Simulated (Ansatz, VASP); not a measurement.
# Two plane-wave programs on ZrO2

```
Zr O
1.0
     3.59610    0.00000    0.00000
     0.00000    3.59610    0.00000
     0.00000    0.00000    5.28054
Zr O
2 4
Direct
  0.00000 0.00000 0.00000
  0.50000 0.50000 0.50000
  0.00000 0.50000 0.20119
  0.00000 0.50000 0.70119
  0.50000 0.00000 0.29881
  0.50000 0.00000 0.79881
```

Change from the starting cell: z stretched by +2 %, ions relaxed.

Alike in both runs: task relaxation of the atoms; functional PBE; k mesh 8 × 8 × 6; occupations fermi-dirac, width 0.02 eV; no spin polarisation.

|  | VASP | Ansatz |
| --- | --- | --- |
| version | VASP 6.6.1 | Ansatz 0.2.0 |
| potentials or method | VASP PAW PBE potentials, release 64 (Zr_sv, O) | plane-wave PAW, scalar-relativistic |
| plane-wave cutoff (eV) | 520 | 420 |
| valence electrons in the cell | 48 | 48 |

|  | VASP | Ansatz | Ansatz less VASP |
| --- | --- | --- | --- |
| gap on the k mesh at the Fermi level, each at its own relaxed structure (eV) | 4.08 | 4.11 | +0.026 |

Ansatz's warnings: stress scf threshold loose.
